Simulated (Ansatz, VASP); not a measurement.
# Al: VASP beside Ansatz

POSCAR

```
Al
1.0
   -1.5095594323      1.5922750176      1.5922750176
    1.5922750176     -1.5095594323      1.5922750176
    1.5922750176      1.5922750176     -1.5095594323
Al
1
Direct
    0.0000000000      0.0000000000      0.0000000000
```

File INCAR.step1:

```
ALGO = Normal
EDIFF = 1E-4
ENCUT = 520
GGA = PE
ISMEAR = 0
LASPH = True
LCHARG = False
LREAL = False
LWAVE = True
NBANDS = 8
NELM = 60
PREC = Accurate
SIGMA = 0.15
```

The input INCAR.step2:

```
ALGO = Normal
EDIFF = 1E-6
ENCUT = 520
ISIF = 2
ISMEAR = 0
ISTART = 1
LASPH = True
LCHARG = False
LMIXTAU = True
LREAL = False
LWAVE = False
METAGGA = R2SCAN
NBANDS = 8
NELM = 60
PREC = Accurate
SIGMA = 0.15
```

KPOINTS

```
k-points
0
Gamma
  24 24 24
```

Input for Ansatz:

```yaml
crystal:
  lattice:
    - [-1.5095594323, 1.5922750176, 1.5922750176]
    - [1.5922750176, -1.5095594323, 1.5922750176]
    - [1.5922750176, 1.5922750176, -1.5095594323]
  atoms:
    - { symbol: Al, position: [0.0, 0.0, 0.0] }
basis:
  ecutwfc: 500
kpoints:
  mp_grid: { grid: [24, 24, 24] }
hamiltonian:
  xc: r2scan
scf:
  occupations: { method: gaussian, width: 0.15 }
output:
  forces: true
  stress: true
  eigenvalues: true
  write_density: true
  write_potential: true
  elf: true
  volumetric_format: npy
```

Alike in both runs: task single point; functional r2SCAN; k mesh 24 × 24 × 24; occupations gaussian, width 0.15 eV; no spin polarisation.

|  | VASP | Ansatz |
| --- | --- | --- |
| version | VASP 6.6.1 | Ansatz 0.2.0 |
| potentials or method | VASP PAW PBE potentials, release 64 (Al), cutoff 520 eV | scalar-relativistic, plane waves, PAW |
| valence electrons in the cell | 3 | 3 |

Ansatz gave:

| Item | Value |
| --- | --- |
| gap on the k mesh at the Fermi level (eV) | none |
| pressure (GPa) | 1.2 |
| traceless stress, the component that is largest in VASP (GPa) | -2.52 |

**Question.** Estimate VASP's values.

**Answer.** gap on the k mesh at the Fermi level (eV): none; pressure (GPa): 0.9; traceless stress, the component that is largest in VASP (GPa): -2.51.

VASP's potentials were made for PBE, not for r2SCAN. A gap of «none» marks a metal or a gap that the smearing closes.
